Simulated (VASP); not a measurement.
# AlN (P6_3mc) in VASP: a series of runs

AlN is run at these levels: LDA, PBEsol, BLYP+D3(BJ), BLYP+D4, PBE; tasks: single point.

All numbers are computed with VASP 6.6.1; they aren't measurements. Logs are shortened: lines on timing, memory, paths and dates and some standing lists are left out, and cuts for length are marked.

**Measured values to compare with.**

“Structural and optical properties of self-assembled AlN nanowires grown on SiO2/Si substrates by molecular beam epitaxy”, 2024, arxiv:2402.00216 quotes, for a bulk crystal of AlN at 0 K: band gap 6.0343 eV (an exciton energy, a little under the gap).

From “Self-assembly of well-separated AlN nanowires directly on sputtered metallic TiN films”, 2019, arxiv:1910.07391, for a bulk crystal of AlN at 10 K: band gap 6.034 eV (an exciton energy, a little under the gap).

The results are compared with them further down.

## 1. The cell of the first run

It takes space group P6_3mc (No. 186, hexagonal). The conventional cell has a = 3.174 Å, b = 3.174 Å, c = 5.079 Å, α = 90.00°, β = 90.00°, γ = 120.00°. Within 2.6 Å of Al (site symmetry 3m) lie 4 N at 1.93 Å. N (site symmetry 3m) has 4 Al at 1.93 Å within 2.6 Å.

## 2. Single point, LDA (volume scaled by 1.06)

Contents of INCAR:

```
  ALGO = Normal
  EDIFF = 1E-6
  ENCUT = 520
  ISIF = 2
  ISMEAR = -1
  LASPH = True
  LCHARG = False
  LREAL = False
  LWAVE = False
  NBANDS = 16
  NELM = 60
  PREC = Accurate
  SIGMA = 0.05
```

Contents of KPOINTS:

```
k-points
0
Gamma
  10 10 6
```

Contents of POSCAR:

```
AlN
1.0
    3.1740547162      0.0000000000      0.0000000000
   -1.5870273581      2.7488120173      0.0000000000
    0.0000000000      0.0000000000      5.0786914685
Al N
2 2
Direct
    0.6666666667      0.3333333333      0.5000000000
    0.3333333333      0.6666666667      0.0000000000
    0.6666666667      0.3333333333      0.8800000000
    0.3333333333      0.6666666667      0.3800000000
```

Potentials or basis: VASP PAW LDA potentials, release 64 (Al, N).

Launch:

```console
cat potpaw_LDA.64/Al/POTCAR potpaw_LDA.64/N/POTCAR > POTCAR
mpirun -np 1 vasp_std > vasp.out
```

OUTCAR:

```text
EDIFF = 1E-6
   ENCUT = 520
   ISIF = 2
   ISMEAR = -1
   LASPH = True
   LREAL = False
   NELM = 60
   PREC = Accurate

 ion  position               nearest neighbor table
   1  0.667  0.333  0.500-   3 1.93   4 1.93   4 1.93   4 1.93   2 3.13   2 3.13   2 3.13   2 3.13
                             2 3.13   2 3.13
   2  0.333  0.667  0.000-   4 1.93   3 1.93   3 1.93   3 1.93   1 3.13   1 3.13   1 3.13   1 3.13
                             1 3.13   1 3.13
   3  0.667  0.333  0.880-   1 1.93   2 1.93   2 1.93   2 1.93
   4  0.333  0.667  0.380-   2 1.93   1 1.93   1 1.93   1 1.93

  LATTYP: Found a hexagonal cell.
 ALAT       =     3.1740547162
 C/A-ratio  =     1.6000642467

  Lattice vectors:

 A1 = (   3.1740547162,   0.0000000000,   0.0000000000)
 A2 = (  -1.5870273581,   2.7488120173,   0.0000000000)
 A3 = (   0.0000000000,   0.0000000000,   5.0786914685)

Analysis of symmetry for initial positions (statically):
=====================================================================
 Subroutine PRICEL returns:
 Original cell was already a primitive cell.

 Routine SETGRP: Setting up the symmetry group for a
 hexagonal supercell.

 Subroutine GETGRP returns: Found 12 space group operations
 (whereof  6 operations were pure point group operations)
 out of a pool of 24 trial point group operations.

The static configuration has the point symmetry C_3v.
 The point group associated with its full space group is C_6v.

Analysis of symmetry for dynamics (positions and initial velocities):
=====================================================================
 Subroutine PRICEL returns:
 Original cell was already a primitive cell.

 Routine SETGRP: Setting up the symmetry group for a
 hexagonal supercell.

 Subroutine GETGRP returns: Found 12 space group operations
 (whereof  6 operations were pure point group operations)
 out of a pool of 24 trial point group operations.

The dynamic configuration has the point symmetry C_3v.
 The point group associated with its full space group is C_6v.

 Subroutine INISYM returns: Found 12 space group operations
 (whereof  6 operations are pure point group operations),
 and found     1 'primitive' translations

----------------------------------------------------------------------------------------

                                     Primitive cell

  volume of cell :      44.3110

  direct lattice vectors                    reciprocal lattice vectors
     3.174054716  0.000000000  0.000000000     0.315054430  0.181896760  0.000000000
    -1.587027358  2.748812017  0.000000000     0.000000000  0.363793520  0.000000000
     0.000000000  0.000000000  5.078691468     0.000000000  0.000000000  0.196901112

  length of vectors
     3.174054716  3.174054716  5.078691468     0.363793520  0.363793520  0.196901112

  position of ions in fractional coordinates (direct lattice)
     0.666666667  0.333333333  0.500000000
     0.333333333  0.666666667  0.000000000
     0.666666667  0.333333333  0.880000000
     0.333333333  0.666666667  0.380000000

  ion indices of the primitive-cell ions
   primitive index   ion index
                 1           1
                 2           2
                 3           3
                 4           4

----------------------------------------------------------------------------------------

 KPOINTS: k-points

Automatic generation of k-mesh.
 Grid dimensions read from file:
 generate k-points for:   10   10    6

 Generating k-lattice:

  Cartesian coordinates                     Fractional coordinates (reciprocal lattice)
     0.031505443  0.018189676  0.000000000     0.100000000  0.000000000  0.000000000
     0.000000000  0.036379352  0.000000000     0.000000000  0.100000000  0.000000000
     0.000000000  0.000000000  0.032816852     0.000000000  0.000000000  0.166666667

  Length of vectors
     0.036379352  0.036379352  0.032816852

  Shift w.r.t. Gamma in fractional coordinates (k-lattice)
     0.000000000  0.000000000  0.000000000

 Subroutine IBZKPT returns following result:
 ===========================================

 Found     56 irreducible k-points:

 Following reciprocal coordinates:
            Coordinates               Weight
  0.000000  0.000000  0.000000      1.000000
  0.100000 -0.000000  0.000000      6.000000
  0.200000 -0.000000  0.000000      6.000000
  0.300000  0.000000  0.000000      6.000000
  0.400000  0.000000  0.000000      6.000000
  0.500000  0.000000  0.000000      3.000000
[... 16 lines left out ...]
  0.300000  0.100000  0.166667     24.000000
  0.400000  0.100000  0.166667     24.000000
 [... further k-points ...]
   k-points           NKPTS =     56   k-points in BZ     NKDIM =     56   number of bands    NBANDS=     16
   number of dos      NEDOS =    301   number of ions     NIONS =      4
   total plane-waves  NPLWV =  23040
   dimension x,y,z NGX =    24 NGY =   24 NGZ =   40
   dimension x,y,z NGXF=    48 NGYF=   48 NGZF=   80
   ions per type =               2   2
   NGX,Y,Z   is equivalent  to a cutoff of  12.57, 12.57, 13.09 a.u.
   NGXF,Y,Z  is equivalent  to a cutoff of  25.14, 25.14, 26.19 a.u.
 SYSTEM =  unknown system
   PREC   = accura    normal or accurate (medium, high low for compatibility)
   ISTART =      0    job   : 0-new  1-cont  2-samecut
   ICHARG =      2    charge: 1-file 2-atom 10-const
   ISPIN  =      1    spin polarized calculation?
   LNONCOLLINEAR =      F non collinear calculations
   LSORBIT =      F    spin-orbit coupling
   LASPH  =      T    aspherical Exc in radial PAW
   ENCUT  =  520.0 eV  38.22 Ry    6.18 a.u.   5.90  5.90  9.44*2*pi/ulx,y,z
   NELM   =     60;   NELMIN=  2; NELMDL= -5     # of ELM steps
   EDIFF  = 0.1E-05   stopping-criterion for ELM
   LREAL  =      F    real-space projection
   EDIFFG = 0.1E-04   stopping-criterion for IOM
   NSW    =      0    number of steps for IOM
   IBRION =     -1    ionic relax: 0-MD 1-quasi-New 2-CG
   NFREE  =      0    steps in history (QN), initial steepest desc. (CG)
   ISIF   =      2    stress and relaxation
   ISYM   =      2    0-nonsym 1-usesym 2-fastsym
   POTIM  = 0.5000    time-step for ionic-motion
   TEBEG  =    0.0;   TEEND  =   0.0 temperature during run
   PSTRESS=    0.0 pullay stress
   NELECT =      16.0000    total number of electrons
   NUPDOWN=      -1.0000    fix difference up-down
   EMIN   =  10.00;   EMAX   =-10.00  energy-range for DOS
   EFERMI =   0.00;   METHOD = LEGACY
   ISMEAR =    -1;   SIGMA  =   0.05  broadening in eV -4-tet -1-fermi 0-gaus
   EFERMI_NEDOS =   21; number of points for ismear=-14 and -15
   IALGO  =     38    algorithm
   IMIX   =      4    mixing-type and parameters
     AMIX     =   0.40;   BMIX     =  1.00
     AMIX_MAG =   1.60;   BMIX_MAG =  1.00
  volume/ion in A,a.u.               =      11.08        74.76
  Fermi-wavevector in a.u.,A,eV,Ry     =   1.165765  2.202977 18.490431  1.359008
  Thomas-Fermi vector in A             =   2.302287
   LORBIT       =      0    0 simple, 1 ext, 2 COOP (PROOUT), +10 PAW based schemes
   GGA     = CA    functional components
   LHFCALC =     F    Hartree Fock is set to
   AEXX    =    0.0000 exact exchange contribution
   IVDW    =     0    specifies the selected vdW correction
   LEPSILON=     F    determine dielectric tensor
   LRPA    =     F    only Hartree local field effects (RPA)
 non-spin polarized calculation
  energy-cutoff  :      520.00
  volume of cell :       44.31
 maximum number of plane-waves:      1208
 NGX is ok and might be reduce to    24
   NGX = 11   NGY = 11   NGZ = 19

 number of electron      16.0000005 magnetization

 Free energy of the ion-electron system (eV)
  ---------------------------------------------------
  ext. energy  EPLUGINS =         0.00000000
  ---------------------------------------------------
  free energy    TOTEN  =       -32.68367722 eV

  energy without entropy =      -32.68367722  energy(sigma->0) =      -32.68367722

 E-fermi :   6.3176     XC(G=0): -10.9908

 val. band max:        5.3092277933   @ k =   0.0000   0.0000   0.0000
 cond. band min:       9.0492077940   @ k =   0.0000   0.0000   0.0000
 fundamental gap:      3.7399800008
 Fermi energy:         6.3175656119

 k-point     1 :       0.0000    0.0000    0.0000
  band No.  band energies     occupation
      1      -9.3452      2.00000
      2      -7.3010      2.00000
      3      -0.4614      2.00000
      4       4.5006      2.00000
      5       4.5006      2.00000
      6       5.1434      2.00000
[... 8 lines left out ...]
     15      17.7120      0.00000
     16      17.7120      0.00000

 k-point     2 :       0.1000   -0.0000    0.0000
  band No.  band energies     occupation
      1      -9.2240      2.00000
      2      -7.2329      2.00000
      3      -0.3167      2.00000
      4       3.9303      2.00000
      5       4.3431      2.00000
      6       4.5706      2.00000
[... 8 lines left out ...]
     15      17.6945      0.00000
     16      17.7940      0.00000

 k-point     3 :       0.2000   -0.0000    0.0000
  band No.  band energies     occupation
      1      -8.8762      2.00000
      2      -7.0557      2.00000
      3       0.1062      2.00000
      4       2.6588      2.00000
      5       3.4826      2.00000
      6       3.9991      2.00000
[... 8 lines left out ...]
     15      16.8291      0.00000
     16      17.5370      0.00000

 k-point     4 :       0.3000    0.0000    0.0000
  band No.  band energies     occupation
      1      -8.3569      2.00000
      2      -6.8556      2.00000
      3       0.7603      2.00000
      4       1.3562      2.00000
      5       2.4032      2.00000
      6       3.6477      2.00000
[... 8 lines left out ...]
     15      16.6270      0.00000
     16      18.5489      0.00000
[... 324 lines left out ...]
 k-point    22 :       0.2000    0.1000    0.1667
  band No.  band energies     occupation
      1      -8.4655      2.00000
      2      -7.0589      2.00000
      3       0.6143      2.00000
      4       2.1267      2.00000
      5       2.5616      2.00000
      6       3.7239      2.00000
[... 8 lines left out ...]
     15      16.9792      0.00000
     16      18.3276      0.00000

 k-point    23 :       0.3000    0.1000    0.1667
  band No.  band energies     occupation
      1      -7.9264      2.00000
      2      -6.8646      2.00000
      3       0.5722      2.00000
      4       1.3882      2.00000
      5       2.1218      2.00000
      6       3.2683      2.00000
[... 8 lines left out ...]
     15      16.9956      0.00000
     16      18.9242      0.00000

 k-point    24 :       0.4000    0.1000    0.1667
  band No.  band energies     occupation
      1      -7.4590      2.00000
      2      -6.8266      2.00000
      3       0.0937      2.00000
      4       1.0506      2.00000
      5       2.3560      2.00000
      6       3.1044      2.00000
[... 8 lines left out ...]
     15      17.3173      0.00000
     16      19.3464      0.00000

 [... further k-points ...]

------------------------ aborting loop because EDIFF is reached ----------------------------------------

  FORCE on cell =-STRESS in cart. coord.  units (eV):
  Direction    XX          YY          ZZ          XY          YZ          ZX
  --------------------------------------------------------------------------------------
  -------------------------------------------------------------------------------------
  Total       -4.1271635     -4.1271635     -3.5856095      0.0000000     -0.0000000      0.0000000
  in kB     -149.2282278   -149.2282278   -129.6469463      0.0000000     -0.0000000      0.0000000
  external PRESSURE =    -142.7011340 kB  Pullay stress =       0.0000000 kB

 VOLUME and BASIS-vectors are now :
 -----------------------------------------------------------------------------
  energy-cutoff  :      520.00
  volume of cell :       44.31
      direct lattice vectors                 reciprocal lattice vectors
     3.174054716  0.000000000  0.000000000     0.315054430  0.181896760  0.000000000
    -1.587027358  2.748812017  0.000000000     0.000000000  0.363793520  0.000000000
     0.000000000  0.000000000  5.078691468     0.000000000  0.000000000  0.196901112

 POSITION                                       TOTAL-FORCE (eV/Angst)
 -----------------------------------------------------------------------------------
      1.58703      0.91627      2.53935        -0.000000      0.000000     -0.078674
     -0.00000      1.83254      0.00000         0.000000     -0.000000     -0.078674
      1.58703      0.91627      4.46925        -0.000000      0.000000      0.078674
     -0.00000      1.83254      1.92990         0.000000      0.000000      0.078674
 -----------------------------------------------------------------------------------
    total drift:                               -0.000000     -0.000000      0.000367

  FREE ENERGIE OF THE ION-ELECTRON SYSTEM (eV)
  ---------------------------------------------------
  free  energy   TOTEN  =       -32.6836772210 eV

  energy  without entropy=      -32.6836772210  energy(sigma->0) =      -32.68367722
```

Wall time 82 s (1 thread of AMD EPYC 7R13, shared host); peak memory 0.12 GiB.

Results:

```
Free energy            : -32.6837 eV
Pressure               : -14.3 GPa
Largest force          : 0.079 eV/Å
Band gap on the k mesh : 3.74 eV, direct
```

Forces in eV/Å, atoms in the order of the input:
```
Al   0.000  0.000 -0.079
Al   0.000  0.000 -0.079
N    0.000  0.000  0.079
N    0.000  0.000  0.079
```

Levels at points of the mesh, in eV from the valence-band top:
```tsv
k point	band 5	band 6	band 7	band 8	band 9	band 10	band 11	band 12
(0.00, 0.00, 0.00)	-0.81	-0.17	-0.17	0.00	3.74	6.06	10.02	10.55
(0.50, 0.00, 0.00)	-3.23	-2.00	-1.71	-0.64	5.47	5.57	7.60	9.74
(0.00, 0.00, 0.50)	-0.50	-0.50	-0.50	-0.50	5.93	5.93	9.70	9.70
(0.50, 0.00, 0.50)	-1.39	-1.39	-1.31	-1.31	5.01	5.01	8.75	8.75
```

Caveat: the cell differs from its parent crystal (volume scaled by 1.06). A k mesh can miss the band edges.

## 3. Single point, PBEsol (volume scaled by 1.06)

Contents of INCAR:

```
SYSTEM = AlN
PREC = Accurate ; ENCUT = 520
EDIFF = 1E-6 ; ISMEAR = -1
SIGMA = 0.05 ; LREAL = .FALSE.
LASPH = .TRUE. ; NELM = 100
ALGO = Normal ; ISIF = 2
LWAVE = .FALSE. ; LCHARG = .FALSE.
GGA = PS ; NBANDS = 16
```

Contents of KPOINTS:

```
regular mesh
0
G
  10 10 6
  0 0 0
```

POSCAR is that of step 2.

Potentials or basis: VASP PAW PBE potentials, release 64 (Al, N).

Launch:

```console
cat potpaw_PBE.64/Al/POTCAR potpaw_PBE.64/N/POTCAR > POTCAR
mpirun -np 1 vasp_std > vasp.out
```

Wall time 78 s (1 thread of AMD EPYC 7R13, shared host); peak memory 0.14 GiB.

It converged, with:

```yaml
Free_energy: -31.2291 eV
Pressure: -10.3 GPa
Largest_force: 0.091 eV/Å
Band_gap_on_the_k_mesh: 3.65 eV, direct
```

Forces on the atoms (eV/Å):
```
Al   0.000  0.000 -0.091
Al   0.000  0.000 -0.091
N    0.000  0.000  0.091
N    0.000  0.000  0.091
```

Stress tensor (GPa, compression positive):
```
-10.93   0.00   0.00
  0.00 -10.93   0.00
  0.00   0.00  -9.16
```

Levels at points of the mesh, in eV from the valence-band top:
```tsv
k point	band 6	band 7	band 8	band 9	band 10	band 11
(0.00, 0.00, 0.00)	-0.17	-0.17	0.00	3.65	6.08	10.05
(0.50, 0.00, 0.00)	-2.00	-1.71	-0.64	5.50	5.57	7.62
(0.00, 0.00, 0.50)	-0.50	-0.50	-0.50	5.90	5.90	9.77
(0.50, 0.00, 0.50)	-1.39	-1.31	-1.31	5.00	5.00	8.82
```

Caveat: the cell differs from its parent crystal (volume scaled by 1.06); the PAW data sets were made with another functional, which shifts forces and pressure a little.

## 4. Single point, BLYP+D3(BJ)

This run uses another cell than the first one, of 10.31 Å³/atom, 0.931 times its volume.

Contents of INCAR:

```
SYSTEM = AlN
AGGAC = 1.0
AGGAX = 1.0
ALDAC = 0.0
ALDAX = 1.0
ALGO = Normal
EDIFF = 1E-7
ENCUT = 520
GGA = B5
ISIF = 2
ISMEAR = -1
IVDW = 12
LASPH = .TRUE.
LCHARG = .TRUE.
LELF = .TRUE.
LREAL = .FALSE.
LVHAR = .TRUE.
LWAVE = .FALSE.
NBANDS = 16
NELM = 80
PREC = Accurate
SIGMA = 0.05
VDW_A1 = 0.4298
VDW_A2 = 4.2359
VDW_S6 = 1.0
VDW_S8 = 2.6996
```

Contents of KPOINTS:

```
k-points
0
G
  10 10 6
  0 0 0
```

Contents of POSCAR:

```
AlN
1.0
    3.0957774547      0.0000000000      0.0000000000
   -1.5478887274      2.6810219203      0.0000000000
    0.0000000000      0.0000000000      4.9687334159
Al N
2 2
Direct
    0.6666666667      0.3333333333      0.4993918487
    0.3333333333      0.6666666667     -0.0006081513
    0.6666666667      0.3333333333      0.8806081513
    0.3333333333      0.6666666667      0.3806081513
```

Launch:

```console
cat potpaw_PBE.64/Al/POTCAR potpaw_PBE.64/N/POTCAR > POTCAR
mpirun -np 1 vasp_std > vasp.out
```

Run time: 61 s. Hardware: 1 thread of AMD EPYC 7R43 (Zen 3), shared host; peak memory 0.15 GiB.

The run converged. Its results:

| Quantity | Value |
| --- | --- |
| Free energy | -30.1815 eV |
| Pressure | 0.5 GPa |
| Band gap on the k mesh | 4.62 eV, direct |
| Dispersion energy per atom | -0.591 eV |

Levels at points of the mesh, in eV from the valence-band top:
```
           k point  band 5  band 6  band 7  band 8  band 9  band 10  band 11  band 12
(0.00, 0.00, 0.00)   -0.83   -0.19   -0.19    0.00    4.62     6.98    10.94    11.40
(0.50, 0.00, 0.00)   -3.29   -2.05   -1.72   -0.68    6.11     6.15     8.50    10.60
(0.00, 0.00, 0.50)   -0.52   -0.52   -0.52   -0.52    6.81     6.81    10.61    10.61
(0.50, 0.00, 0.50)   -1.44   -1.44   -1.34   -1.34    5.65     5.65     9.54     9.54
```

Caveat: the PAW data sets were made with another functional, which shifts forces and pressure a little.

(Part 1 of 2 ends here.)
